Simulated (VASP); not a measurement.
# Ta (P6_3/mmc) in VASP: further runs

The runs below take Ta through single point, with PBEsol.

Program: VASP 6.6.1. These are calculated values, not measurements. Logs are shortened: lines on timing, memory, paths and dates and some standing lists are left out, and cuts for length are marked.

### 1 The cell of the first run

The structure is hexagonal, space group P6_3/mmc (No. 194). The conventional cell has a = 2.881 Å, b = 2.881 Å, c = 5.132 Å, α = 90.00°, β = 90.00°, γ = 120.00°. Within 3.8 Å of Ta (site symmetry -6m2) lie 12 Ta at 2.88 to 3.06 Å.

### 2 Single point, PBEsol

INCAR reads:

```
SYSTEM = Ta
ALGO     = Normal         ! electronic algorithm
EDIFF    = 1E-7           ! SCF threshold, eV
ENCUT    = 520            ! plane-wave cutoff, eV
GGA      = PS             ! functional
ISIF     = 2              ! what is computed and relaxed
ISMEAR   = 0              ! smearing method
LASPH    = .TRUE.         ! aspherical terms in the spheres
LCHARG   = .TRUE.         ! write CHGCAR
LELF     = .TRUE.         ! ELF
LREAL    = .FALSE.        ! projectors in reciprocal space
LVHAR    = .TRUE.       
LWAVE    = .FALSE.        ! write WAVECAR
NBANDS   = 18             ! bands
NELM     = 80             ! most SCF steps
PREC     = Accurate       ! precision mode
SIGMA    = 0.1            ! smearing width, eV
```

KPOINTS reads:

```
k-points
0
G
  11 11 6
  0 0 0
```

POSCAR reads:

```
Ta
1.0
    2.8809058296      0.0000000000      0.0000000000
   -1.4404529148      2.4949378008      0.0000000000
    0.0000000000      0.0000000000      5.1315999754
Ta
2
Direct
    0.6666666667      0.3333333333      0.7500000000
    0.3333333333      0.6666666667      0.2500000000
```

Potentials or basis: VASP PAW PBE potentials, release 64 (Ta_pv).

On the command line:

```
$ cat potpaw_PBE.64/Ta_pv/POTCAR > POTCAR
$ mpirun -np 1 vasp_std > vasp.out
```

OUTCAR:

```text
SYSTEM = Ta
   EDIFF = 1E-7
   ENCUT = 520
   GGA = PS
   ISIF = 2
   ISMEAR = 0
   LASPH = .TRUE.
   LREAL = .FALSE.
   NELM = 80
   PREC = Accurate

 ion  position               nearest neighbor table
   1  0.667  0.333  0.750-   2 3.06   2 3.06   2 3.06   2 3.06   2 3.06   2 3.06
   2  0.333  0.667  0.250-   1 3.06   1 3.06   1 3.06   1 3.06   1 3.06   1 3.06

  LATTYP: Found a hexagonal cell.
 ALAT       =     2.8809058296
 C/A-ratio  =     1.7812453023

  Lattice vectors:

 A1 = (   2.8809058296,   0.0000000000,   0.0000000000)
 A2 = (  -1.4404529148,   2.4949378008,   0.0000000000)
 A3 = (   0.0000000000,   0.0000000000,   5.1315999754)

Analysis of symmetry for initial positions (statically):
=====================================================================
 Subroutine PRICEL returns:
 Original cell was already a primitive cell.

 Routine SETGRP: Setting up the symmetry group for a
 hexagonal supercell.

 Subroutine GETGRP returns: Found 24 space group operations
 (whereof 12 operations were pure point group operations)
 out of a pool of 24 trial point group operations.

The static configuration has the point symmetry D_3d.
 The point group associated with its full space group is D_6h.

Analysis of symmetry for dynamics (positions and initial velocities):
=====================================================================
 Subroutine PRICEL returns:
 Original cell was already a primitive cell.

 Routine SETGRP: Setting up the symmetry group for a
 hexagonal supercell.

 Subroutine GETGRP returns: Found 24 space group operations
 (whereof 12 operations were pure point group operations)
 out of a pool of 24 trial point group operations.

The dynamic configuration has the point symmetry D_3d.
 The point group associated with its full space group is D_6h.

 Subroutine INISYM returns: Found 24 space group operations
 (whereof 12 operations are pure point group operations),
 and found     1 'primitive' translations

----------------------------------------------------------------------------------------

                                     Primitive cell

  volume of cell :      36.8843

  direct lattice vectors                    reciprocal lattice vectors
     2.880905830  0.000000000  0.000000000     0.347113047  0.200405798  0.000000000
    -1.440452915  2.494937801  0.000000000     0.000000000  0.400811595  0.000000000
     0.000000000  0.000000000  5.131599975     0.000000000  0.000000000  0.194870996

  length of vectors
     2.880905830  2.880905974  5.131599975     0.400811615  0.400811595  0.194870996

  position of ions in fractional coordinates (direct lattice)
     0.666666667  0.333333333  0.750000000
     0.333333333  0.666666667  0.250000000

  ion indices of the primitive-cell ions
   primitive index   ion index
                 1           1
                 2           2

----------------------------------------------------------------------------------------

 KPOINTS: k-points

Automatic generation of k-mesh.
 Grid dimensions read from file:
 generate k-points for:   11   11    6

 Generating k-lattice:

  Cartesian coordinates                     Fractional coordinates (reciprocal lattice)
     0.031555732  0.018218709  0.000000000     0.090909091  0.000000000  0.000000000
     0.000000000  0.036437418  0.000000000     0.000000000  0.090909091  0.000000000
     0.000000000  0.000000000  0.032478499     0.000000000  0.000000000  0.166666667

  Length of vectors
     0.036437420  0.036437418  0.032478499

  Shift w.r.t. Gamma in fractional coordinates (k-lattice)
     0.000000000  0.000000000  0.000000000

 Subroutine IBZKPT returns following result:
 ===========================================

 Found     64 irreducible k-points:

 Following reciprocal coordinates:
            Coordinates               Weight
  0.000000  0.000000  0.000000      1.000000
  0.090909  0.000000  0.000000      6.000000
  0.181818 -0.000000  0.000000      6.000000
  0.272727  0.000000  0.000000      6.000000
  0.363636  0.000000  0.000000      6.000000
  0.454545  0.000000  0.000000      6.000000
[... 16 lines left out ...]
  0.090909  0.090909  0.166667     12.000000
  0.181818  0.090909  0.166667     24.000000
 [... further k-points ...]
   k-points           NKPTS =     64   k-points in BZ     NKDIM =     64   number of bands    NBANDS=     18
   number of dos      NEDOS =    301   number of ions     NIONS =      2
   total plane-waves  NPLWV =  23040
   dimension x,y,z NGX =    24 NGY =   24 NGZ =   40
   dimension x,y,z NGXF=    48 NGYF=   48 NGZF=   80
   ions per type =               2
   NGX,Y,Z   is equivalent  to a cutoff of  13.85, 13.85, 12.96 a.u.
   NGXF,Y,Z  is equivalent  to a cutoff of  27.70, 27.70, 25.92 a.u.
 SYSTEM =  Ta
   PREC   = accura    normal or accurate (medium, high low for compatibility)
   ISTART =      0    job   : 0-new  1-cont  2-samecut
   ICHARG =      2    charge: 1-file 2-atom 10-const
   ISPIN  =      1    spin polarized calculation?
   LNONCOLLINEAR =      F non collinear calculations
   LSORBIT =      F    spin-orbit coupling
   LASPH  =      T    aspherical Exc in radial PAW
   ENCUT  =  520.0 eV  38.22 Ry    6.18 a.u.   5.36  5.36  9.54*2*pi/ulx,y,z
   NELM   =     80;   NELMIN=  2; NELMDL= -5     # of ELM steps
   EDIFF  = 0.1E-06   stopping-criterion for ELM
   LREAL  =      F    real-space projection
   EDIFFG = 0.1E-05   stopping-criterion for IOM
   NSW    =      0    number of steps for IOM
   IBRION =     -1    ionic relax: 0-MD 1-quasi-New 2-CG
   NFREE  =      0    steps in history (QN), initial steepest desc. (CG)
   ISIF   =      2    stress and relaxation
   ISYM   =      2    0-nonsym 1-usesym 2-fastsym
   POTIM  = 0.5000    time-step for ionic-motion
   TEBEG  =    0.0;   TEEND  =   0.0 temperature during run
   PSTRESS=    0.0 pullay stress
   NELECT =      22.0000    total number of electrons
   NUPDOWN=      -1.0000    fix difference up-down
   EMIN   =  10.00;   EMAX   =-10.00  energy-range for DOS
   EFERMI =   0.00;   METHOD = LEGACY
   ISMEAR =     0;   SIGMA  =   0.10  broadening in eV -4-tet -1-fermi 0-gaus
   EFERMI_NEDOS =   21; number of points for ismear=-14 and -15
   IALGO  =     38    algorithm
   IMIX   =      4    mixing-type and parameters
     AMIX     =   0.40;   BMIX     =  1.00
     AMIX_MAG =   1.60;   BMIX_MAG =  1.00
  volume/ion in A,a.u.               =      18.44       124.45
  Fermi-wavevector in a.u.,A,eV,Ry     =   1.378061  2.604158 25.838183  1.899053
  Thomas-Fermi vector in A             =   2.503157
   LORBIT       =      0    0 simple, 1 ext, 2 COOP (PROOUT), +10 PAW based schemes
   GGA     = PS    functional components
   LHFCALC =     F    Hartree Fock is set to
   AEXX    =    0.0000 exact exchange contribution
   IVDW    =     0    specifies the selected vdW correction
   LEPSILON=     F    determine dielectric tensor
   LRPA    =     F    only Hartree local field effects (RPA)
 non-spin polarized calculation
 Gauss-broadening in eV      SIGMA  =   0.10
  energy-cutoff  :      520.00
  volume of cell :       36.88
 maximum number of plane-waves:      1021
 NGX is ok and might be reduce to    24
   NGX = 11   NGY = 11   NGZ = 19

 number of electron      22.0000002 magnetization

 Free energy of the ion-electron system (eV)
  ---------------------------------------------------
  ext. energy  EPLUGINS =         0.00000000
  ---------------------------------------------------
  free energy    TOTEN  =       -24.52336995 eV

  energy without entropy =      -24.51504727  energy(sigma->0) =      -24.51920861

 E-fermi :   5.5540     XC(G=0): -12.5954

 val. band max:        5.5371483719   @ k =   0.1818  -0.0000   0.0000
 cond. band min:       5.5638498378   @ k =   0.3636   0.0000   0.0000
 fundamental gap:      0.0267014659
 Fermi energy:         5.5540166962

 k-point     1 :       0.0000    0.0000    0.0000
  band No.  band energies     occupation
      1     -28.9560      2.00000
      2     -28.0826      2.00000
      3     -27.9544      2.00000
      4     -27.9544      2.00000
      5     -27.8666      2.00000
      6     -27.8666      2.00000
[... 10 lines left out ...]
     17      10.7899      0.00000
     18      10.7899      0.00000

 k-point     2 :       0.0909    0.0000    0.0000
  band No.  band energies     occupation
      1     -28.9279      2.00000
      2     -28.0858      2.00000
      3     -28.0452      2.00000
      4     -27.9789      2.00000
      5     -27.9594      2.00000
      6     -27.8832      2.00000
[... 10 lines left out ...]
     17      10.9187      0.00000
     18      11.4531      0.00000

 k-point     3 :       0.1818   -0.0000    0.0000
  band No.  band energies     occupation
      1     -28.8491      2.00000
      2     -28.2857      2.00000
      3     -28.1998      2.00000
      4     -28.0976      2.00000
      5     -28.0429      2.00000
      6     -27.9289      2.00000
[... 10 lines left out ...]
     17      11.1174      0.00000
     18      12.7895      0.00000

 k-point     4 :       0.2727    0.0000    0.0000
  band No.  band energies     occupation
      1     -28.7349      2.00000
      2     -28.5936      2.00000
      3     -28.4981      2.00000
      4     -28.1238      2.00000
      5     -28.1234      2.00000
      6     -27.9900      2.00000
[... 10 lines left out ...]
     17      11.2174      0.00000
     18      13.7131      0.00000

 k-point     5 :       0.3636    0.0000    0.0000
  band No.  band energies     occupation
      1     -28.8686      2.00000
      2     -28.7589      2.00000
      3     -28.6101      2.00000
      4     -28.1958      2.00000
      5     -28.1662      2.00000
      6     -28.0466      2.00000
[... 10 lines left out ...]
     17      11.2276      0.00000
     18      13.4678      0.00000

 k-point     6 :       0.4545    0.0000    0.0000
  band No.  band energies     occupation
      1     -29.0282      2.00000
      2     -28.9089      2.00000
      3     -28.5147      2.00000
      4     -28.2378      2.00000
      5     -28.2125      2.00000
      6     -28.0803      2.00000
[... 10 lines left out ...]
     17      12.1923      0.00000
     18      13.5268      0.00000

 k-point     7 :       0.0909    0.0909    0.0000
  band No.  band energies     occupation
      1     -28.8744      2.00000
      2     -28.1954      2.00000
      3     -28.1414      2.00000
      4     -28.0933      2.00000
      5     -28.0112      2.00000
      6     -27.9263      2.00000
[... 10 lines left out ...]
     17      10.9446      0.00000
     18      12.4965      0.00000

 k-point     8 :       0.1818    0.0909    0.0000
  band No.  band energies     occupation
      1     -28.7776      2.00000
      2     -28.4521      2.00000
      3     -28.3952      2.00000
      4     -28.1124      2.00000
      5     -28.0999      2.00000
      6     -27.9961      2.00000
[... 10 lines left out ...]
     17      10.9464      0.00000
     18      13.9264      0.00000
[... 229 lines left out ...]
     17      10.9651      0.00000
     18      12.0199      0.00000

 k-point    20 :       0.2727    0.0000    0.1667
  band No.  band energies     occupation
      1     -28.7379      2.00000
      2     -28.5606      2.00000
      3     -28.5075      2.00000
      4     -28.1452      2.00000
      5     -28.1149      2.00000
      6     -27.9990      2.00000
[... 10 lines left out ...]
     17      11.0216      0.00000
     18      12.6314      0.00000

 k-point    21 :       0.3636    0.0000    0.1667
  band No.  band energies     occupation
      1     -28.8890      2.00000
      2     -28.7863      2.00000
      3     -28.5482      2.00000
      4     -28.1859      2.00000
      5     -28.1791      2.00000
      6     -28.0567      2.00000
[... 10 lines left out ...]
     17      11.2815      0.00000
     18      12.8438      0.00000

 k-point    22 :       0.4545    0.0000    0.1667
  band No.  band energies     occupation
      1     -29.0391      2.00000
      2     -28.9329      2.00000
      3     -28.4739      2.00000
      4     -28.2274      2.00000
      5     -28.2158      2.00000
      6     -28.0910      2.00000
[... 10 lines left out ...]
     17      12.2295      0.00000
     18      12.8171      0.00000

 k-point    23 :       0.0909    0.0909    0.1667
  band No.  band energies     occupation
      1     -28.8292      2.00000
      2     -28.2005      2.00000
      3     -28.1859      2.00000
      4     -28.0938      2.00000
      5     -28.0045      2.00000
      6     -27.9332      2.00000
[... 10 lines left out ...]
     17      10.8247      0.00000
     18      11.8898      0.00000

 k-point    24 :       0.1818    0.0909    0.1667
  band No.  band energies     occupation
      1     -28.7530      2.00000
      2     -28.4415      2.00000
      3     -28.4070      2.00000
      4     -28.1455      2.00000
      5     -28.0854      2.00000
      6     -28.0035      2.00000
[... 10 lines left out ...]
     17      10.7754      0.00000
     18      12.6561      0.00000

 [... further k-points ...]
[... 5 lines left out ...]
  --------------------------------------------------------------------------------------
  -------------------------------------------------------------------------------------
  Total       -0.7953811     -0.7953812     -0.7474415      0.0000000      0.0000000     -0.0000000
  in kB      -34.5496994    -34.5497040    -32.4673040      0.0000000      0.0000000     -0.0000000
  external PRESSURE =     -33.8555691 kB  Pullay stress =       0.0000000 kB

 VOLUME and BASIS-vectors are now :
 -----------------------------------------------------------------------------
  energy-cutoff  :      520.00
  volume of cell :       36.88
      direct lattice vectors                 reciprocal lattice vectors
     2.880905830  0.000000000  0.000000000     0.347113047  0.200405798  0.000000000
    -1.440452915  2.494937801  0.000000000     0.000000000  0.400811595  0.000000000
     0.000000000  0.000000000  5.131599975     0.000000000  0.000000000  0.194870996

 POSITION                                       TOTAL-FORCE (eV/Angst)
 -----------------------------------------------------------------------------------
      1.44045      0.83165      3.84870        -0.000000      0.000000      0.000000
     -0.00000      1.66329      1.28290         0.000000     -0.000000      0.000000
 -----------------------------------------------------------------------------------
    total drift:                               -0.000000      0.000000     -0.000000

  FREE ENERGIE OF THE ION-ELECTRON SYSTEM (eV)
  ---------------------------------------------------
  free  energy   TOTEN  =       -24.5233699480 eV

  energy  without entropy=      -24.5150472731  energy(sigma->0) =      -24.51920861
```

Run time: 90 s. Hardware: 1 thread of AMD EPYC 7R13, shared host; peak memory 0.15 GiB.

Results:

- Free energy: -24.5234 eV
- Pressure: -3.4 GPa
- Band gap on the k mesh: zero (band 11 reaches 7.02 eV, above the bottom of band 12 at 4.79 eV)

Stress tensor (GPa, compression positive):
```
-3.45  0.00  0.00
 0.00 -3.45  0.00
 0.00  0.00 -3.25
```

Caveat: the PAW data sets were made with another functional, which shifts forces and pressure a little; spin-orbit coupling is left out, which moves the levels of the heavy elements.

(Part 1 of 2 ends here.)
